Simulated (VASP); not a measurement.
# Bi3B2: single point with PBE

The system is Bi3B2.

```xyz
5
Lattice="-2.0690 3.4303 4.2861 4.1380 0.0000 0.0000 2.0690 3.4303 -4.2861" Properties=species:S:1:pos:R:3 pbc="T T T"
Bi    0.0000    0.0000    0.0000
Bi    2.0690    4.8244    0.0000
Bi    2.0690    2.0362    0.0000
B     0.0000    3.4303    1.9244
B     4.1380    3.4303   -1.9244
```

| Item | Value |
| --- | --- |
| Program | VASP 6.6.1 |
| Task | single point |
| Functional | PBE |
| Potentials or basis | VASP PAW PBE potentials, release 64 (Bi_d, B) |
| Cutoff | 520 eV |
| k mesh | 7 × 7 × 7 |
| Occupations | methfessel-paxton, width 0.036 eV |
| Spin | no spin polarisation |

```yaml
Pressure: 5.3 GPa
Largest_force: 0.232 eV/Å
Band_gap_on_the_k_mesh: zero (an odd number of electrons rules out a gap without spin polarisation)
```

Forces in eV/Å, atoms in the order of the input:
```
Bi   0.000  0.000  0.000
Bi   0.000  0.063  0.000
Bi   0.000 -0.063  0.000
B    0.000  0.000  0.232
B    0.000  0.000 -0.232
```

Stress tensor (GPa, compression positive):
```
 8.02  0.00  0.00
 0.00 17.59  0.00
 0.00  0.00 -9.79
```

Levels at points of the mesh, in eV from the Fermi level:
| k point | band 23 | band 24 | band 25 | band 26 | band 27 | band 28 | band 29 | band 30 |
| --- | --- | --- | --- | --- | --- | --- | --- | --- |
| (0.00, 0.00, 0.00) | -2.33 | -2.15 | -0.05 | 0.13 | 0.68 | 1.01 | 1.08 | 1.11 |

It took 2.8 min on 1 thread of Intel(R) Xeon(R) Platinum 8375C CPU @ 2.90GHz (Ice Lake), on a shared host, peak memory 0.37 GiB.

Caveat: the cell stands under pressure; spin-orbit coupling is left out, which moves the levels of the heavy elements.
